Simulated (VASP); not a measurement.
Here is a VASP 6.6.1 calculation.

Contents of INCAR:

```
PREC = Accurate
ENCUT = 520
EDIFF = 1E-6
ISMEAR = -1
SIGMA = 0.05
LREAL = F
LASPH = T
NELM = 150
ALGO = Normal
ISIF = 2
LWAVE = F
LCHARG = F
ISPIN = 2
MAGMOM = 7 0
LORBIT = 11
LMAXMIX = 6
GGA = CA
NBANDS = 26
```

KPOINTS

```
regular mesh
0
Gamma
  11 11 11
```

The input POSCAR:

```
GdZn
1.0
    3.8973723543      0.0000000000      0.0000000000
    0.0000000000      3.8973723543      0.0000000000
    0.0000000000      0.0000000000      3.8973723543
Gd Zn
1 1
Direct
    0.0000000000      0.0000000000      0.0000000000
    0.5000000000      0.5000000000      0.5000000000
```

Potentials or basis: VASP PAW PBE potentials, release 64 (Gd, Zn).

Launch:

```console
$ cat potpaw_PBE.64/Gd/POTCAR potpaw_PBE.64/Zn/POTCAR > POTCAR
$ mpirun -np 1 vasp_std > vasp.out
```

Problem. Predict the site moments.

Solution. Gd +6.76; Zn +0.00 μB.

Problem. What does it give for the pressure?

Solution. -11.0 GPa.

Problem. Predict the net moment.

Solution. 7.19 μB per cell.

Caveat: the cell stands under tension; the PAW data sets were made with another functional, which shifts forces and pressure a little. The state reached can hang on the start; a lower one may exist.
